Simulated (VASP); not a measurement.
Al3B2N:

```xyz
6
Lattice="4.2406 0.0000 0.0000 0.0000 4.2406 0.0000 0.0000 0.0000 4.2532" Properties=species:S:1:pos:R:3 pbc="T T T"
Al    0.0000    0.0000    0.0000
Al    0.0000    2.1203    2.1266
Al    2.1203    0.0000    2.1266
B     0.0000    2.1203    0.0000
B     2.1203    0.0000    0.0000
N     2.1203    2.1203    0.0000
```

The cell was built from a structure type or drawn by symmetry, and may not be a known phase.

```yaml
Program: VASP 6.6.1
Task: relaxation of cell and atoms
Functional: PBE
Potentials_or_basis: VASP PAW PBE potentials, release 64 (Al, B, N)
Cutoff: 600 eV
k_mesh: 4 × 4 × 4
Occupations: gaussian, width 0.1 eV
Spin: no spin polarisation
```

At the start: pressure -0.9 GPa; volume 12.75 Å³/atom.

Question: How do energy, volume and symmetry change on relaxing?

Answer: Over 5 steps the energy falls by 15.6 meV/atom; space group P4/mmm (No. 123, to 0.1 Å) before and after.

Step by step:
```csv
step,energy change (eV),largest force (eV/Å),pressure (GPa),volume (Å³)
1,0.0000,0.0000,-0.86,76.49
2,-0.0908,0.0000,1.10,75.67
3,-0.0917,0.0000,0.90,75.74
4,-0.0917,0.0000,0.84,75.75
5,-0.0934,0.0000,-0.15,76.47
```

Final structure:
```xyz
6
Lattice="4.3035 0.0000 0.0000 0.0000 4.3035 0.0000 0.0000 0.0000 4.1289" Properties=species:S:1:pos:R:3 pbc="T T T"
Al    0.0000    0.0000    0.0000
Al    0.0000    2.1517    2.0645
Al    2.1517    4.3035    2.0645
B     0.0000    2.1517    4.1289
B     2.1517    0.0000    0.0000
N     2.1517    2.1517    0.0000
```

Caveat: the k points lie up to 0.38 Å⁻¹ apart in the final cell, too coarse for converged energies and pressures of a metal.
